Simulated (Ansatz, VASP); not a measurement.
## One calculation of GaH6, two programs

```
CELL_PARAMETERS angstrom
4.29459 0.00000 0.00000
-2.14729 3.71922 0.00000
0.00000 0.00000 3.98947
ATOMIC_POSITIONS crystal
Ga 0.00000 0.00000 0.50000
H 0.20562 0.00000 0.18977
H 0.00000 0.20562 0.18977
H 0.79438 0.79438 0.18977
H 0.20562 0.00000 0.81023
H 0.00000 0.20562 0.81023
H 0.79438 0.79438 0.81023
```

Alike in both runs: task single point; functional PBE; k mesh 6 × 6 × 4; occupations gaussian, width 0.1 eV; no spin polarisation.

|  | VASP | Ansatz |
| --- | --- | --- |
| version | VASP 6.6.1 | Ansatz 0.2.0 |
| potentials or method | VASP PAW PBE potentials, release 64 (Ga_d, H), cutoff 520 eV | scalar-relativistic, plane waves, PAW |
| valence electrons in the cell | 19 | 19 |

|  | VASP | Ansatz | Ansatz less VASP |
| --- | --- | --- | --- |
| gap on the k mesh at the Fermi level (eV) | none | none | - |
| pressure (GPa) | 12.1 | 12.4 | +0.30 |
| traceless stress, the component that is largest in VASP (GPa) | -11.26 | -11.16 | +0.092 |
| rms of the force components (eV/Å) | 1.550 | 1.560 | +0.0101 |

Atom by atom the forces differ by 0.010 eV/Å (rms over components). A gap of «none» marks a metal or a gap that the smearing closes. The functional is the same, so the differences come from potentials, cutoffs and numerics.

The k mesh is coarse, so the values compare programs but aren't converged.
